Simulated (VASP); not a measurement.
# P (R-3m) in VASP: notebook, part 2 of 2

VASP 6.6.1.

## 4. Relaxation of shape and atoms at fixed volume, PBE+D3(BJ) (11.81 Å³/atom)

This run uses another cell than the first one, of 11.81 Å³/atom.

INCAR

```
SYSTEM = P
PREC = Accurate
ENCUT = 600
EDIFF = 1E-6
ISMEAR = 0
SIGMA = 0.05
LREAL = .False.
LASPH = .True.
NELM = 80
ALGO = Normal
ISIF = 4
LWAVE = .False.
LCHARG = .False.
GGA = PE
IVDW = 12
IBRION = 2
NSW = 60
EDIFFG = -0.01
```

KPOINTS

```
regular mesh
0
Gamma
  16 16 16
  0 0 0
```

POSCAR

```
P
1.0
    1.6104496424      0.9297935345      2.6286408850
   -1.6104496424      0.9297935345      2.6286408850
    0.0000000000     -1.8595870691      2.6286408850
P
2
Direct
    0.2504924651      0.2504924651      0.2504924651
    0.7495075349      0.7495075349      0.7495075349
```

On the command line:

```console
> cat potpaw_PBE.64/P/POTCAR > POTCAR
> mpirun -np 1 vasp_std > vasp.out
```

Run time: 2.6 min. Hardware: 1 thread of AMD EPYC 7R43 (Zen 3), shared host; peak memory 0.2 GiB.

It converged, with:

| Item | Value |
| --- | --- |
| Free energy | -11.1844 eV |
| Energy gained by relaxing | 0.0 meV/atom |
| Ionic steps | 3 |
| Pressure after relaxing | 30.6 GPa |
| Band gap on the k mesh | zero (bands 5 and 6 overlap by 4.11 eV) |
| Dispersion energy per atom | -0.599 eV |

Final structure:
```xyz
2
Lattice="1.6101 0.9296 2.6298 -1.6101 0.9296 2.6298 0.0000 -1.8592 2.6298" Properties=species:S:1:pos:R:3 pbc="T T T"
P     0.0000    0.0000    1.9724
P     0.0000    0.0000    5.9171
```

Levels at points of the mesh, in eV from the Fermi level:
| k point | band 2 | band 3 | band 4 | band 5 | band 6 | band 7 | band 8 | band 9 |
| --- | --- | --- | --- | --- | --- | --- | --- | --- |
| (0.00, 0.00, 0.00) | -2.37 | -2.36 | -2.36 | 1.15 | 3.93 | 3.94 | 3.94 | 6.30 |
| (0.50, 0.00, 0.00) | -13.83 | -1.75 | -1.75 | -1.75 | -1.75 | 2.32 | 2.32 | 12.99 |
| (0.50, 0.50, 0.00) | -10.59 | -7.19 | -6.32 | -6.32 | -0.39 | 9.56 | 10.13 | 10.13 |
| (0.50, 0.50, 0.50) | -13.84 | -1.75 | -1.75 | -1.75 | -1.75 | 2.32 | 2.32 | 12.99 |

## 5. Relaxation of shape and atoms at fixed volume, PBE+D3(BJ) (12.40 Å³/atom)

This run uses another cell than the first one, of 12.40 Å³/atom.

INCAR

```
ALGO     = Normal         # electronic algorithm
EDIFF    = 1E-6           # SCF threshold, eV
EDIFFG   = -0.01          # ionic threshold
ENCUT    = 600            # plane-wave cutoff, eV
GGA      = PE             # functional
IBRION   = 2              # ionic algorithm
ISIF     = 4              # what is computed and relaxed
ISMEAR   = 0              # smearing method
IVDW     = 12             # dispersion correction
LASPH    = True           # aspherical terms in the spheres
LCHARG   = False          # write CHGCAR
LREAL    = False          # projectors in reciprocal space
LWAVE    = False          # write WAVECAR
NELM     = 80             # most SCF steps
NSW      = 60             # ionic steps
PREC     = Accurate       # precision mode
SIGMA    = 0.05           # smearing width, eV
```

KPOINTS

```
k-points
0
Gamma
  16 16 16
```

POSCAR

```
P
1.0
    1.6364297725      0.9447931696      2.6731301950
   -1.6364297725      0.9447931696      2.6731301950
    0.0000000000     -1.8895863393      2.6731301950
P
2
Direct
    0.2506406595      0.2506406595      0.2506406595
    0.7493593405      0.7493593405      0.7493593405
```

Potentials or basis: VASP PAW PBE potentials, release 64 (P).

On the command line:

```console
> cat potpaw_PBE.64/P/POTCAR > POTCAR
> mpirun -np 1 vasp_std > vasp.out
```

OUTCAR:

```text
EDIFF = 1E-6
   EDIFFG = -0.01
   ENCUT = 600
   GGA = PE
   IBRION = 2
   ISIF = 4
   ISMEAR = 0
   IVDW = 12
   LASPH = True
   LREAL = False
   NELM = 80
   NSW = 60
   PREC = Accurate
 IVDW          = 12

 ion  position               nearest neighbor table
   1  0.251  0.251  0.251-   2 2.31   2 2.31   2 2.31   2 2.32   2 2.32   2 2.32
   2  0.749  0.749  0.749-   1 2.31   1 2.31   1 2.31   1 2.32   1 2.32   1 2.32

  LATTYP: Found a trigonal (rhomboedric) cell.
 ALAT       =     3.2735548832
 COS(alpha) =     0.5002123882

  Lattice vectors:

 A1 = (   1.6364297725,   0.9447931696,   2.6731301950)
 A2 = (  -1.6364297725,   0.9447931696,   2.6731301950)
 A3 = (   0.0000000000,  -1.8895863393,   2.6731301950)

Analysis of symmetry for initial positions (statically):
=====================================================================
 Subroutine PRICEL returns:
 Original cell was already a primitive cell.

 Routine SETGRP: Setting up the symmetry group for a
 trigonal (rhombohedral) supercell.

 Subroutine GETGRP returns: Found 12 space group operations
 (whereof 12 operations were pure point group operations)
 out of a pool of 12 trial point group operations.

[... 177 lines left out ...]
      3       9.7319      2.00000
      4       9.7319      2.00000
      5      12.4868      0.00000
      6      16.1749      0.00000
      7      16.1838      0.00000
      8      16.1838      0.00000
      9      18.0427      0.00000
[... 265 lines left out ...]
 k-point    24 :      -0.0625    0.0625    0.0000
  band No.  band energies     occupation
      1      -5.9633      2.00000
      2       8.2542      2.00000
      3       9.1679      2.00000
      4       9.9135      2.00000
      5      13.4756      0.00000
      6      15.4475      0.00000
      7      16.3005      0.00000
      8      16.3892      0.00000
      9      16.4057      0.00000

 [... further k-points ...]

------------------------ aborting loop because EDIFF is reached ----------------------------------------

 Edisp (eV)   -1.14014

 E8    (eV) :    -0.4298

  FORCE on cell =-STRESS in cart. coord.  units (eV):
  Direction    XX          YY          ZZ          XY          YZ          ZX
  --------------------------------------------------------------------------------------
  -------------------------------------------------------------------------------------
  Total       3.04391     3.04391     3.03354     0.00000    -0.00000     0.00000
  in kB     196.66949   196.66949   195.99949     0.00000    -0.00000     0.00000
  external pressure =      196.45 kB  Pullay stress =        0.00 kB

 VOLUME and BASIS-vectors are now :
 -----------------------------------------------------------------------------
  energy-cutoff  :      600.00
  volume of cell :       24.80
      direct lattice vectors                 reciprocal lattice vectors
     1.636429773  0.944793170  2.673130195     0.305543207  0.176405453  0.124697755
    -1.636429773  0.944793170  2.673130195    -0.305543207  0.176405453  0.124697755
     0.000000000 -1.889586339  2.673130195     0.000000000 -0.352810905  0.124697755

 POSITION                                       TOTAL-FORCE (eV/Angst)
 -----------------------------------------------------------------------------------
      0.00000     -0.00000      2.00999         0.000000      0.000000     -0.009788
      0.00000     -0.00000      6.00941         0.000000     -0.000000      0.009788
 -----------------------------------------------------------------------------------
    total drift:                               -0.000000     -0.000000      0.000000

  FREE ENERGIE OF THE ION-ELECTRON SYSTEM (eV)
  ---------------------------------------------------
  free  energy   TOTEN  =       -11.3686063411 eV

  energy  without entropy=      -11.3679345832  energy(sigma->0) =      -11.36827046

 reached required accuracy - stopping structural energy minimisation
```

CONTCAR:

```text
P
   1.00000000000000
     1.6364297725000001    0.9447931696000000    2.6731301950000002
    -1.6364297725000001    0.9447931696000000    2.6731301950000002
     0.0000000000000000   -1.8895863393000001    2.6731301950000002
  P
     2
Direct
     0.2506406595000001    0.2506406595000001    0.2506406595000001
     0.7493593404999999    0.7493593404999999    0.7493593404999999

  0.00000000E+00  0.00000000E+00  0.00000000E+00
  0.00000000E+00  0.00000000E+00  0.00000000E+00
```

It took 89 s on 1 thread of AMD EPYC 7R43 (Zen 3), shared host; peak memory 0.2 GiB.

Results:

```
Free energy                  : -11.3686 eV
Pressure after relaxing      : 19.6 GPa
Largest force after relaxing : 0.010 eV/Å
Band gap on the k mesh       : zero (bands 5 and 6 overlap by 3.49 eV)
Dispersion energy per atom   : -0.570 eV
```

Forces on the atoms (eV/Å):
```
P    0.000  0.000 -0.010
P    0.000  0.000  0.010
```

Final structure:
```
CELL_PARAMETERS angstrom
1.63643 0.94479 2.67313
-1.63643 0.94479 2.67313
0.00000 -1.88959 2.67313
ATOMIC_POSITIONS crystal
P 0.25064 0.25064 0.25064
P 0.74936 0.74936 0.74936
```

Levels at points of the mesh, in eV from the Fermi level:
```tsv
k point	band 2	band 3	band 4	band 5	band 6	band 7	band 8	band 9
(0.00, 0.00, 0.00)	-2.36	-2.36	-2.36	0.40	4.08	4.09	4.09	5.95
(0.50, 0.00, 0.00)	-13.46	-1.74	-1.71	-1.64	-1.62	2.07	2.09	12.78
(0.50, 0.50, 0.00)	-10.15	-7.30	-6.10	-6.10	-0.08	9.48	9.52	9.52
(0.50, 0.50, 0.50)	-13.44	-1.71	-1.71	-1.64	-1.64	2.06	2.12	12.75
```

Caveat: the relaxation stopped at its first step, so nothing moved.

## 6. Relaxation of shape and atoms at fixed volume, PBE+D3(BJ) (9.45 Å³/atom)

This run uses another cell than the first one, of 9.45 Å³/atom.

INCAR

```
  PREC = Accurate
  ENCUT = 600
  EDIFF = 1E-6
  ISMEAR = 0
  SIGMA = 0.05
  LREAL = False
  LASPH = True
  NELM = 60
  ALGO = Normal
  ISIF = 4
  LWAVE = False
  LCHARG = False
  GGA = PE
  IVDW = 12
  IBRION = 2
  NSW = 60
  EDIFFG = -0.01
```

KPOINTS

```
regular mesh
0
Gamma
  18 18 18
```

POSCAR

```
P
1.0
    1.4947192947      0.8629765871      2.4411600986
   -1.4947192947      0.8629765871      2.4411600986
    0.0000000000     -1.7259531744      2.4411600985
P
2
Direct
    0.2499281154      0.2499281154      0.2499281154
    0.7500718846      0.7500718846      0.7500718846
```

Potentials or basis: VASP PAW PBE potentials, release 64 (P).

On the command line:

```console
> cat potpaw_PBE.64/P/POTCAR > POTCAR
> mpirun -np 1 vasp_std > vasp.out
```

OUTCAR:

```text
PREC = Accurate
   ENCUT = 600
   EDIFF = 1E-6
   ISMEAR = 0
   LREAL = False
   LASPH = True
   NELM = 60
   ISIF = 4
   GGA = PE
   IVDW = 12
   IBRION = 2
   NSW = 60
   EDIFFG = -0.01
 IVDW          = 12

 ion  position               nearest neighbor table
   1  0.250  0.250  0.250-   2 2.11   2 2.11   2 2.11   2 2.11   2 2.11   2 2.11
   2  0.750  0.750  0.750-   1 2.11   1 2.11   1 2.11   1 2.11   1 2.11   1 2.11

  LATTYP: Found a trigonal (rhomboedric) cell.
 ALAT       =     2.9896784086
 COS(alpha) =     0.5000802125

  Lattice vectors:

 A1 = (   1.4947192947,   0.8629765871,   2.4411600986)
 A2 = (  -1.4947192947,   0.8629765871,   2.4411600986)
 A3 = (   0.0000000000,  -1.7259531744,   2.4411600985)

Analysis of symmetry for initial positions (statically):
=====================================================================
 Subroutine PRICEL returns:
 Original cell was already a primitive cell.

 Routine SETGRP: Setting up the symmetry group for a
 trigonal (rhombohedral) supercell.

 Subroutine GETGRP returns: Found 12 space group operations
 (whereof 12 operations were pure point group operations)
 out of a pool of 12 trial point group operations.

The static configuration has the point symmetry D_3d.

Analysis of symmetry for dynamics (positions and initial velocities):
=====================================================================
 Subroutine PRICEL returns:
 Original cell was already a primitive cell.

 Routine SETGRP: Setting up the symmetry group for a
 trigonal (rhombohedral) supercell.

 Subroutine GETGRP returns: Found 12 space group operations
 (whereof 12 operations were pure point group operations)
 out of a pool of 12 trial point group operations.

The dynamic configuration has the point symmetry D_3d.

 Subroutine INISYM returns: Found 12 space group operations
 (whereof 12 operations are pure point group operations),
 and found     1 'primitive' translations

----------------------------------------------------------------------------------------

                                     Primitive cell

  volume of cell :      18.8932

  direct lattice vectors                    reciprocal lattice vectors
     1.494719295  0.862976587  2.441160099     0.334510969  0.193129998  0.136547101
    -1.494719295  0.862976587  2.441160099    -0.334510969  0.193129998  0.136547101
     0.000000000 -1.725953174  2.441160099     0.000000000 -0.386259996  0.136547100

  length of vectors
     2.989678409  2.989678409  2.989678409     0.409685117  0.409685117  0.409685117

  position of ions in fractional coordinates (direct lattice)
     0.249928115  0.249928115  0.249928115
     0.750071885  0.750071885  0.750071885

  ion indices of the primitive-cell ions
   primitive index   ion index
                 1           1
                 2           2

----------------------------------------------------------------------------------------

 KPOINTS: regular mesh

Automatic generation of k-mesh.
 Grid dimensions read from file:
[... 105 lines left out ...]

 number of electron      10.0000002 magnetization

 Free energy of the ion-electron system (eV)
  ---------------------------------------------------
  ext. energy  EPLUGINS =         0.00000000
  ---------------------------------------------------
  free energy    TOTEN  =        -7.78086396 eV

  energy without entropy =       -7.77992343  energy(sigma->0) =       -7.78039370

------------------------ aborting loop because EDIFF is reached ----------------------------------------

 Edisp (eV)   -1.49926

 E8    (eV) :    -0.5633

  FORCE on cell =-STRESS in cart. coord.  units (eV):
  Direction    XX          YY          ZZ          XY          YZ          ZX
  --------------------------------------------------------------------------------------
  -------------------------------------------------------------------------------------
  Total      13.32845    13.32845    13.33054    -0.00000     0.00000     0.00000
  in kB    1130.27526  1130.27526  1130.45226    -0.00000     0.00000     0.00000
  external pressure =     1130.33 kB  Pullay stress =        0.00 kB

 VOLUME and BASIS-vectors are now :
 -----------------------------------------------------------------------------
  energy-cutoff  :      600.00
  volume of cell :       18.89
      direct lattice vectors                 reciprocal lattice vectors
     1.494719295  0.862976587  2.441160099     0.334510969  0.193129998  0.136547101
    -1.494719295  0.862976587  2.441160099    -0.334510969  0.193129998  0.136547101
     0.000000000 -1.725953174  2.441160099     0.000000000 -0.386259996  0.136547100

 POSITION                                       TOTAL-FORCE (eV/Angst)
 -----------------------------------------------------------------------------------
      0.00000     -0.00000      1.83034         0.000000     -0.000000      0.012587
      0.00000     -0.00000      5.49314         0.000000      0.000000     -0.012587
 -----------------------------------------------------------------------------------
    total drift:                                0.000000     -0.000000      0.000000

  FREE ENERGIE OF THE ION-ELECTRON SYSTEM (eV)
  ---------------------------------------------------
  free  energy   TOTEN  =        -9.2801263582 eV

  energy  without entropy=       -9.2791858293  energy(sigma->0) =       -9.27965609

--------------------------------------- Ionic step        2  -------------------------------------------

 number of electron      10.0000002 magnetization

 Free energy of the ion-electron system (eV)
  ---------------------------------------------------
  ext. energy  EPLUGINS =         0.00000000
  ---------------------------------------------------
  free energy    TOTEN  =        -7.78087071 eV

  energy without entropy =       -7.77992997  energy(sigma->0) =       -7.78040034

 E-fermi :  16.6375     XC(G=0): -13.2836

 val. band max:       16.6369974001   @ k =  -0.1667   0.2778   0.0556
 cond. band min:      16.6378817585   @ k =  -0.2222   0.2222   0.0556
 fundamental gap:      0.0008843584
 Fermi energy:        16.6374899558

 k-point     1 :       0.0000    0.0000    0.0000
  band No.  band energies     occupation
      1      -4.7972      2.00000
      2      14.3929      2.00000
      3      14.3975      2.00000
      4      14.3975      2.00000
      5      19.8031      0.00000
      6      19.8074      0.00000
      7      19.8074      0.00000
      8      21.9833      0.00000
      9      22.9406      0.00000
[... 265 lines left out ...]
 k-point    24 :      -0.2222    0.0556    0.0000
  band No.  band energies     occupation
      1      -3.3645      2.00000
      2       8.2637      2.00000
      3      12.6575      2.00000
      4      14.6903      2.00000
      5      17.0149      0.00000
      6      18.5682      0.00000
      7      20.0129      0.00000
      8      22.2160      0.00000
      9      23.2877      0.00000

 [... further k-points ...]

------------------------ aborting loop because EDIFF is reached ----------------------------------------

 Edisp (eV)   -1.49926

 E8    (eV) :    -0.5633

  FORCE on cell =-STRESS in cart. coord.  units (eV):
  Direction    XX          YY          ZZ          XY          YZ          ZX
  --------------------------------------------------------------------------------------
  -------------------------------------------------------------------------------------
  Total      13.32779    13.32779    13.33096     0.00000     0.00000     0.00000
  in kB    1130.21872  1130.21872  1130.48812     0.00000     0.00000     0.00000
  external pressure =     1130.31 kB  Pullay stress =        0.00 kB

 VOLUME and BASIS-vectors are now :
 -----------------------------------------------------------------------------
  energy-cutoff  :      600.00
  volume of cell :       18.89
      direct lattice vectors                 reciprocal lattice vectors
     1.494694211  0.862962105  2.441242033     0.334516583  0.193133239  0.136542518
    -1.494694211  0.862962105  2.441242033    -0.334516583  0.193133239  0.136542518
     0.000000000 -1.725924210  2.441242033     0.000000000 -0.386266478  0.136542518

 POSITION                                       TOTAL-FORCE (eV/Angst)
 -----------------------------------------------------------------------------------
      0.00000     -0.00000      1.83101        -0.000000      0.000000     -0.001788
      0.00000     -0.00000      5.49271         0.000000     -0.000000      0.001788
 -----------------------------------------------------------------------------------
    total drift:                                0.000000      0.000000     -0.000000

  FREE ENERGIE OF THE ION-ELECTRON SYSTEM (eV)
  ---------------------------------------------------
  free  energy   TOTEN  =        -9.2801332347 eV

  energy  without entropy=       -9.2791924904  energy(sigma->0) =       -9.27966286

 reached required accuracy - stopping structural energy minimisation
```

Wall time 1.8 min (1 thread of AMD EPYC 7R43 (Zen 3), shared host); peak memory 0.18 GiB.

Results:

```
Free energy                : -9.2801 eV
Energy gained by relaxing  : 0.0 meV/atom
Ionic steps                : 2
Pressure after relaxing    : 113.0 GPa
Band gap on the k mesh     : zero (bands 5 and 6 overlap by 5.46 eV)
Dispersion energy per atom : -0.750 eV
```

Final structure:
```
P
1.0
     1.49469    0.86296    2.44124
    -1.49469    0.86296    2.44124
     0.00000   -1.72592    2.44124
P
2
Direct
  0.25001 0.25001 0.25001
  0.74999 0.74999 0.74999
```

## 7. Summary

```tsv
cell	k mesh	gap on the mesh (eV)	pressure (GPa)	largest force (eV/Å)
relaxed from a = 3.051 Å, angles 60.0°, 2 atoms, atomic positions A	18 × 18 × 18	none	83.6	0.01
relaxed from a = 3.109 Å, angles 60.0°, 2 atoms, atomic positions A	18 × 18 × 18	none	61.9	0.01
relaxed from a = 3.220 Å, angles 60.0°, 2 atoms, atomic positions B	16 × 16 × 16	none	30.6	-
relaxed from a = 3.274 Å, angles 60.0°, 2 atoms, atomic positions C	16 × 16 × 16	none	19.6	0.01
relaxed from a = 2.990 Å, angles 60.0°, 2 atoms, atomic positions A	18 × 18 × 18	none	113.0	-
```

Alike in all rows: task relaxation of shape and atoms at fixed volume; level PBE+D3(BJ); potentials or basis VASP PAW PBE potentials, release 64 (P); no spin polarisation; cutoff (eV) 600; smearing gaussian 0.05 eV.

Caveats: the relaxation stopped at its first step, so nothing moved (at least some runs).

Total energies depend on the potentials used, so only differences within one code and one set of settings carry meaning.

The gap in the log of VASP goes by the Fermi energy; the results here count the filled bands.